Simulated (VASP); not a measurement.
Write the native input for VASP 6.6.1 that does the following.

* Task: relaxation of cell and atoms
* Functional: PBE
* Potentials or basis: VASP PAW PBE potentials, release 64 (Al, Ni)
* Cutoff: 600 eV
* k mesh: 6 × 6 × 2
* Occupations: gaussian, width 0.1 eV
* Spin: collinear spin, ferrimagnetic start
* Starting moments: [0.0, 2.0, 2.0, -2.0] μB
* Dipole correction: no
* Further INCAR settings: ALGO = Normal; EDIFF = 1e-06; IBRION = 2; EDIFFG = -0.04; NSW = 90; ISIF = 3

The structure of AlNi3 lies in POSCAR:

```
AlNi3
1.0
    2.5637782100      0.0000000000      0.0000000000
   -1.2818891100      2.2202970600      0.0000000000
    0.0000000000      0.0000000000      8.0395848300
Al Ni
1 3
Direct
    0.6666666700      0.3333333300      0.0000000000
    0.3333333300      0.6666666700      0.7500000000
    0.3333333300      0.6666666700      0.2500000000
    0.6666666700      0.3333333300      0.5000000000
```

One way to write it, as run:

INCAR

```
ALGO = Normal ; EDIFF = 1E-6
EDIFFG = -0.04 ; ENCUT = 600
GGA = PE ; IBRION = 2
ISIF = 3 ; ISMEAR = 0
ISPIN = 2 ; LASPH = T
LCHARG = F ; LMAXMIX = 4
LORBIT = 11 ; LREAL = F
LWAVE = F ; MAGMOM = 0 2 2 -2
NELM = 150 ; NSW = 90
PREC = Accurate ; SIGMA = 0.1
```

KPOINTS

```
k-points
0
Gamma
  6 6 2
```

Potentials or basis: VASP PAW PBE potentials, release 64 (Al, Ni).

Launch:

```console
$ cat potpaw_PBE.64/Al/POTCAR potpaw_PBE.64/Ni/POTCAR > POTCAR
$ mpirun -np 1 vasp_std > vasp.out
```

It gave:

The relaxed volume is 11.64 Å³/atom, the relaxed cell is a = 2.615 Å, b = 2.615 Å, c = 7.861 Å, α = 90.00°, β = 90.00°, γ = 120.00° and the space group after relaxing (to 0.1 Å) is P-6m2 (No. 187). The energy gained by relaxing is 16.1 meV/atom. The ionic steps are 7 and the pressure after relaxing is 0.1 GPa. The largest force after relaxing is 0.007 eV/Å and the net moment is -0.38 μB per cell. The site moments are Al +0.00; Ni -0.07, -0.25 (each value once) μB and the valence electrons inside the program's atomic spheres are Al 0.86; Ni 9.33, 9.19 (each value once).

Caveat: the k points lie up to 0.46 Å⁻¹ apart in the final cell.

It took 4.5 min on 1 thread of AMD EPYC 7R13, with other jobs on the host, peak memory 0.17 GiB.
